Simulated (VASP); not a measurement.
Here is a VASP 6.6.1 calculation.

INCAR

```
  PREC = Accurate
  ENCUT = 520
  EDIFF = 1E-6
  ISMEAR = -1
  SIGMA = 0.1
  LREAL = F
  LASPH = T
  NELM = 60
  ALGO = Normal
  ISIF = 2
  LWAVE = F
  LCHARG = F
  GGA = PS
  NBANDS = 22
```

KPOINTS

```
regular mesh
0
Gamma
  9 9 13
```

Contents of POSCAR:

```
Pd
1.0
    4.3043526927      0.0000000000      0.0000000000
   -2.1521763464      3.7276787787      0.0000000000
    0.0000000000      0.0000000000      2.5615423442
Pd
3
Direct
    0.0000000000      0.0000000000      0.0000000000
    0.3333333333      0.6666666667      0.5000000000
    0.6666666667      0.3333333333      0.5000000000
```

Potentials or basis: VASP PAW PBE potentials, release 64 (Pd).

Command:

```console
$ cat potpaw_PBE.64/Pd/POTCAR > POTCAR
$ mpirun -np 1 vasp_std > vasp.out
```

Predict the pressure.

19.8 GPa.

Estimate the band gap on the k mesh.

zero (bands 15 and 16 overlap by 1.03 eV).

Stress tensor (GPa, compression positive):
```
19.62  0.00  0.00
 0.00 19.62  0.00
 0.00  0.00 20.04
```

Caveat: the cell stands under pressure; the PAW data sets were made with another functional, which shifts forces and pressure a little.
